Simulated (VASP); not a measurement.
# Ge (R-3) in VASP: single point with r2SCAN

Aim: the single point of Ge with r2SCAN.

Program: VASP 6.6.1. These are calculated values, not measurements. Logs are shortened: lines on timing, memory, paths and dates and some standing lists are left out, and cuts for length are marked.

## Step 1: The cell of the first run

It takes space group R-3 (No. 148, trigonal). Conventional cell: a = 9.977 Å, b = 9.977 Å, c = 6.023 Å, α = 90.00°, β = 90.00°, γ = 120.00°. Within 3.3 Å of Ge (site symmetry 3) lie 4 Ge at 2.51 to 2.52 Å. Ge (site symmetry 1) has 4 Ge at 2.46 to 2.53 Å within 3.2 Å.

## Step 2: Single point, r2SCAN

Contents of POSCAR:

```
Ge
1.0
    6.0999570774      0.0133140832      0.0236560109
   -2.0713338257      5.7375281954      0.0236560109
   -2.0713338257     -2.9568200832      4.9170117344
Ge
8
Direct
    0.7080756663      0.7080756663      0.7080756663
    0.2919243337      0.2919243337      0.2919243337
    0.0155231027      0.7115200353      0.5160917385
    0.5160917385      0.0155231027      0.7115200353
    0.7115200353      0.5160917385      0.0155231027
    0.9844768973      0.2884799647      0.4839082615
    0.4839082615      0.9844768973      0.2884799647
    0.2884799647      0.4839082615      0.9844768973
```

Contents of INCAR.step1:

```
PREC = Accurate
ENCUT = 520
ISMEAR = -1
SIGMA = 0.05
LREAL = F
LASPH = T
NELM = 80
NBANDS = 66
GGA = PE
ALGO = Normal
EDIFF = 1E-4
LWAVE = T
LCHARG = F
```

Contents of INCAR.step2:

```
PREC = Accurate
ENCUT = 520
EDIFF = 1E-6
ISMEAR = -1
SIGMA = 0.05
LREAL = F
LASPH = T
NELM = 80
ALGO = Normal
ISIF = 2
LWAVE = F
LCHARG = F
METAGGA = R2SCAN
LMIXTAU = T
NBANDS = 66
ISTART = 1
```

Contents of KPOINTS:

```
Automatic mesh
0
Gamma
  3 3 3
  0.5 0.5 0.5
```

Potentials or basis: VASP PAW PBE potentials, release 64 (Ge_d).

Command:

```console
cat potpaw_PBE.64/Ge_d/POTCAR > POTCAR
cp INCAR.step1 INCAR
mpirun -np 1 vasp_std > vasp.out
cp INCAR.step2 INCAR
mpirun -np 1 vasp_std > vasp.out
```

OUTCAR:

```text
PREC = Accurate
   ENCUT = 520
   EDIFF = 1E-6
   ISMEAR = -1
   LREAL = F
   LASPH = T
   NELM = 80
   ISIF = 2
   METAGGA = R2SCAN
   ISTART = 1

 ion  position               nearest neighbor table
   1  0.708  0.708  0.708-   2 2.51   4 2.52   3 2.52   5 2.52
   2  0.292  0.292  0.292-   1 2.51   7 2.52   6 2.52   8 2.52
   3  0.016  0.712  0.516-   6 2.46   1 2.52   4 2.53   5 2.53
   4  0.516  0.016  0.712-   7 2.46   1 2.52   5 2.53   3 2.53
   5  0.712  0.516  0.016-   8 2.46   1 2.52   4 2.53   3 2.53
   6  0.984  0.288  0.484-   3 2.46   2 2.52   7 2.53   8 2.53
   7  0.484  0.984  0.288-   4 2.46   2 2.52   8 2.53   6 2.53
   8  0.288  0.484  0.984-   5 2.46   2 2.52   7 2.53   6 2.53

  LATTYP: Found a trigonal (rhomboedric) cell.
 ALAT       =     6.1000174768
 COS(alpha) =    -0.3374906191

  Lattice vectors:

 A1 = (   6.0999570774,   0.0133140832,   0.0236560109)
 A2 = (  -2.0713338257,   5.7375281954,   0.0236560109)
 A3 = (  -2.0713338257,  -2.9568200832,   4.9170117344)

Analysis of symmetry for initial positions (statically):
=====================================================================
 Subroutine PRICEL returns:
 Original cell was already a primitive cell.

 Routine SETGRP: Setting up the symmetry group for a
 trigonal (rhombohedral) supercell.

 Subroutine GETGRP returns: Found  6 space group operations
 (whereof  6 operations were pure point group operations)
 out of a pool of 12 trial point group operations.

The static configuration has the point symmetry S_6 .

Analysis of symmetry for dynamics (positions and initial velocities):
=====================================================================
 Subroutine PRICEL returns:
 Original cell was already a primitive cell.

 Routine SETGRP: Setting up the symmetry group for a
 trigonal (rhombohedral) supercell.

 Subroutine GETGRP returns: Found  6 space group operations
 (whereof  6 operations were pure point group operations)
 out of a pool of 12 trial point group operations.

The dynamic configuration has the point symmetry S_6 .

 Subroutine INISYM returns: Found  6 space group operations
 (whereof  6 operations are pure point group operations),
 and found     1 'primitive' translations

----------------------------------------------------------------------------------------

                                     Primitive cell

  volume of cell :     173.0765

  direct lattice vectors                    reciprocal lattice vectors
     6.099957077  0.013314083  0.023656011     0.163404240  0.058562376  0.104051641
    -2.071333826  5.737528195  0.023656011    -0.000782383  0.173579622  0.104051641
    -2.071333826 -2.956820083  4.917011734    -0.000782383 -0.001116848  0.202374361

  length of vectors
     6.100017477  6.100017477  6.100017477     0.202378955  0.202378955  0.202378955

  position of ions in fractional coordinates (direct lattice)
     0.708075666  0.708075666  0.708075666
     0.291924334  0.291924334  0.291924334
     0.015523103  0.711520035  0.516091739
     0.516091739  0.015523103  0.711520035
     0.711520035  0.516091739  0.015523103
     0.984476897  0.288479965  0.483908261
     0.483908261  0.984476897  0.288479965
     0.288479965  0.483908261  0.984476897

  ion indices of the primitive-cell ions
   primitive index   ion index
                 1           1
                 2           2
                 3           3
                 4           4
                 5           5
                 6           6
                 7           7
                 8           8

----------------------------------------------------------------------------------------

 KPOINTS: Automatic mesh

Automatic generation of k-mesh.
 Grid dimensions read from file:
 generate k-points for:    3    3    3

 Generating k-lattice:

  Cartesian coordinates                     Fractional coordinates (reciprocal lattice)
     0.054468080  0.019520792  0.034683880     0.333333333 -0.000000000 -0.000000000
    -0.000260794  0.057859874  0.034683880    -0.000000000  0.333333333  0.000000000
    -0.000260794 -0.000372283  0.067458120    -0.000000000  0.000000000  0.333333333

  Length of vectors
     0.067459652  0.067459652  0.067459652

  Shift w.r.t. Gamma in fractional coordinates (k-lattice)
     0.500000000  0.500000000  0.500000000

 Subroutine IBZKPT returns following result:
 ===========================================

 Found      6 irreducible k-points:

 Following reciprocal coordinates:
            Coordinates               Weight
  0.166667  0.166667  0.166667      2.000000
  0.500000  0.166667  0.166667      6.000000
 -0.166667  0.166667  0.166667      6.000000
  0.500000  0.500000  0.166667      6.000000
 -0.166667  0.500000  0.166667      6.000000
  0.500000  0.500000  0.500000      1.000000
   k-points           NKPTS =      6   k-points in BZ     NKDIM =      6   number of bands    NBANDS=     66
   number of dos      NEDOS =    301   number of ions     NIONS =      8
   total plane-waves  NPLWV = 110592
   dimension x,y,z NGX =    48 NGY =   48 NGZ =   48
   dimension x,y,z NGXF=    96 NGYF=   96 NGZF=   96
   ions per type =               8
   NGX,Y,Z   is equivalent  to a cutoff of  13.08, 13.08, 13.08 a.u.
   NGXF,Y,Z  is equivalent  to a cutoff of  26.16, 26.16, 26.16 a.u.
 SYSTEM =  unknown system
   PREC   = accura    normal or accurate (medium, high low for compatibility)
   ISTART =      1    job   : 0-new  1-cont  2-samecut
   ICHARG =      0    charge: 1-file 2-atom 10-const
   ISPIN  =      1    spin polarized calculation?
   LNONCOLLINEAR =      F non collinear calculations
   LSORBIT =      F    spin-orbit coupling
   LASPH  =      T    aspherical Exc in radial PAW
   ENCUT  =  520.0 eV  38.22 Ry    6.18 a.u.  11.34 11.34 11.34*2*pi/ulx,y,z
   NELM   =     80;   NELMIN=  2; NELMDL=  0     # of ELM steps
   EDIFF  = 0.1E-05   stopping-criterion for ELM
   LREAL  =      F    real-space projection
   EDIFFG = 0.1E-04   stopping-criterion for IOM
   NSW    =      0    number of steps for IOM
   IBRION =     -1    ionic relax: 0-MD 1-quasi-New 2-CG
   NFREE  =      0    steps in history (QN), initial steepest desc. (CG)
   ISIF   =      2    stress and relaxation
   ISYM   =      2    0-nonsym 1-usesym 2-fastsym
   POTIM  = 0.5000    time-step for ionic-motion
   TEBEG  =    0.0;   TEEND  =   0.0 temperature during run
   PSTRESS=    0.0 pullay stress
   NELECT =     112.0000    total number of electrons
   NUPDOWN=      -1.0000    fix difference up-down
   EMIN   =  10.00;   EMAX   =-10.00  energy-range for DOS
   EFERMI =   0.00;   METHOD = LEGACY
   ISMEAR =    -1;   SIGMA  =   0.05  broadening in eV -4-tet -1-fermi 0-gaus
   EFERMI_NEDOS =   21; number of points for ismear=-14 and -15
   IALGO  =     38    algorithm
   IMIX   =      4    mixing-type and parameters
     AMIX     =   0.40;   BMIX     =  1.00
     AMIX_MAG =   1.60;   BMIX_MAG =  1.00
  volume/ion in A,a.u.               =      21.63       146.00
  Fermi-wavevector in a.u.,A,eV,Ry     =   1.416016  2.675882 27.281053  2.005101
  Thomas-Fermi vector in A             =   2.537394
   LORBIT       =      0    0 simple, 1 ext, 2 COOP (PROOUT), +10 PAW based schemes
   METAGGA = R2SCAN    functional components
   LHFCALC =     F    Hartree Fock is set to
   AEXX    =    0.0000 exact exchange contribution
   IVDW    =     0    specifies the selected vdW correction
   LEPSILON=     F    determine dielectric tensor
   LRPA    =     F    only Hartree local field effects (RPA)
 non-spin polarized calculation
  energy-cutoff  :      520.00
  volume of cell :      173.08
 maximum number of plane-waves:      4677
 NGX is ok and might be reduce to    48
   NGX = 23   NGY = 23   NGZ = 23

 number of electron     112.0000001 magnetization

 Free energy of the ion-electron system (eV)
  ---------------------------------------------------
  ext. energy  EPLUGINS =         0.00000000
  ---------------------------------------------------
  free energy    TOTEN  =      -109.52138218 eV

  energy without entropy =     -109.50910018  energy(sigma->0) =     -109.51524118

 E-fermi :   5.3534     XC(G=0): -11.2168

 val. band max:        5.3159883480   @ k =   0.5000   0.5000   0.5000
 cond. band min:       5.4597054932   @ k =  -0.1667   0.5000   0.1667
 fundamental gap:      0.1437171452
 Fermi energy:         5.3534144543

 k-point     1 :       0.1667    0.1667    0.1667
  band No.  band energies     occupation
      1     -20.3608      2.00000
      2     -20.3604      2.00000
      3     -20.3604      2.00000
      4     -20.3510      2.00000
      5     -20.3324      2.00000
      6     -20.3324      2.00000
[... 58 lines left out ...]
     65       9.5730      0.00000
     66      10.5602      0.00000

 k-point     2 :       0.5000    0.1667    0.1667
  band No.  band energies     occupation
      1     -20.3682      2.00000
      2     -20.3620      2.00000
      3     -20.3575      2.00000
      4     -20.3499      2.00000
      5     -20.3338      2.00000
      6     -20.3294      2.00000
[... 58 lines left out ...]
     65       9.8604      0.00000
     66      10.3555      0.00000

 k-point     3 :      -0.1667    0.1667    0.1667
  band No.  band energies     occupation
      1     -20.3692      2.00000
      2     -20.3654      2.00000
      3     -20.3589      2.00000
      4     -20.3506      2.00000
      5     -20.3386      2.00000
      6     -20.3299      2.00000
[... 58 lines left out ...]
     65      10.0348      0.00000
     66      10.3665      0.00000

 k-point     4 :       0.5000    0.5000    0.1667
  band No.  band energies     occupation
      1     -20.3692      2.00000
      2     -20.3636      2.00000
      3     -20.3607      2.00000
      4     -20.3378      2.00000
      5     -20.3319      2.00000
      6     -20.3274      2.00000
[... 58 lines left out ...]
     65       9.7738      0.00000
     66      10.5293      0.00000

 k-point     5 :      -0.1667    0.5000    0.1667
  band No.  band energies     occupation
      1     -20.3668      2.00000
      2     -20.3639      2.00000
      3     -20.3570      2.00000
      4     -20.3462      2.00000
      5     -20.3273      2.00000
      6     -20.3222      2.00000
[... 58 lines left out ...]
     65       9.9032      0.00000
     66      10.5218      0.00000

 k-point     6 :       0.5000    0.5000    0.5000
  band No.  band energies     occupation
      1     -20.3649      2.00000
      2     -20.3625      2.00000
      3     -20.3625      2.00000
      4     -20.3269      2.00000
      5     -20.3269      2.00000
      6     -20.3244      2.00000
[... 58 lines left out ...]
     65       8.5656      0.00000
     66       9.4468      0.00000

------------------------ aborting loop because EDIFF is reached ----------------------------------------

  FORCE on cell =-STRESS in cart. coord.  units (eV):
  Direction    XX          YY          ZZ          XY          YZ          ZX
  --------------------------------------------------------------------------------------
  -------------------------------------------------------------------------------------
  Total       -1.9533749     -1.9515302     -1.9437171      0.0025270      0.0064319      0.0045027
  in kB      -18.0824799    -18.0654032    -17.9930773      0.0233927      0.0595407      0.0416819
  external PRESSURE =     -18.0469868 kB  Pullay stress =       0.0000000 kB

 VOLUME and BASIS-vectors are now :
 -----------------------------------------------------------------------------
  energy-cutoff  :      520.00
  volume of cell :      173.08
      direct lattice vectors                 reciprocal lattice vectors
     6.099957077  0.013314083  0.023656011     0.163404240  0.058562376  0.104051641
    -2.071333826  5.737528195  0.023656011    -0.000782383  0.173579622  0.104051641
    -2.071333826 -2.956820083  4.917011734    -0.000782383 -0.001116848  0.202374361

 POSITION                                       TOTAL-FORCE (eV/Angst)
 -----------------------------------------------------------------------------------
      1.38591      1.97838      3.51512         0.002093      0.002987      0.005308
      0.57138      0.81564      1.44921        -0.002093     -0.002987     -0.005308
     -2.44810      2.55658      2.55483        -0.008176      0.016563      0.002350
      1.64219     -2.00790      3.51113        -0.003396     -0.009934      0.015378
      3.23909      2.92467      0.10537         0.018360      0.003060     -0.000513
      4.40539      0.23744      2.40950         0.008176     -0.016563     -0.002350
      0.31510      4.80192      1.45320         0.003396      0.009934     -0.015378
     -1.28180     -0.13064      4.85896        -0.018360     -0.003060      0.000513
 -----------------------------------------------------------------------------------
    total drift:                               -0.000000     -0.000000      0.000000

  FREE ENERGIE OF THE ION-ELECTRON SYSTEM (eV)
  ---------------------------------------------------
  free  energy   TOTEN  =      -109.5213821751 eV

  energy  without entropy=     -109.5091001831  energy(sigma->0) =     -109.51524118
```

Wall time 4.1 min (1 thread of Intel Xeon Platinum 8375C at 2.90GHz (Ice Lake), shared host); peak memory 0.36 GiB.

Results:

```
Free energy            : -109.5214 eV
Pressure               : -1.8 GPa
Largest force          : 0.019 eV/Å
Band gap on the k mesh : 0.14 eV, indirect (least direct gap 0.73 eV)
```

Forces in eV/Å, atoms in the order of the input:
```
Ge   0.002  0.003  0.005
Ge  -0.002 -0.003 -0.005
Ge  -0.008  0.017  0.002
Ge  -0.003 -0.010  0.015
Ge   0.018  0.003 -0.001
Ge   0.008 -0.017 -0.002
Ge   0.003  0.010 -0.015
Ge  -0.018 -0.003  0.001
```

Levels at points of the mesh, in eV from the valence-band top:
| k point | band 53 | band 54 | band 55 | band 56 | band 57 | band 58 | band 59 | band 60 |
| --- | --- | --- | --- | --- | --- | --- | --- | --- |
| (0.50, 0.50, 0.50) | -2.80 | -2.28 | 0.00 | 0.00 | 0.73 | 1.16 | 2.72 | 2.72 |

Caveat: the PAW data sets were made with another functional, which shifts forces and pressure a little. A k mesh can miss the band edges.
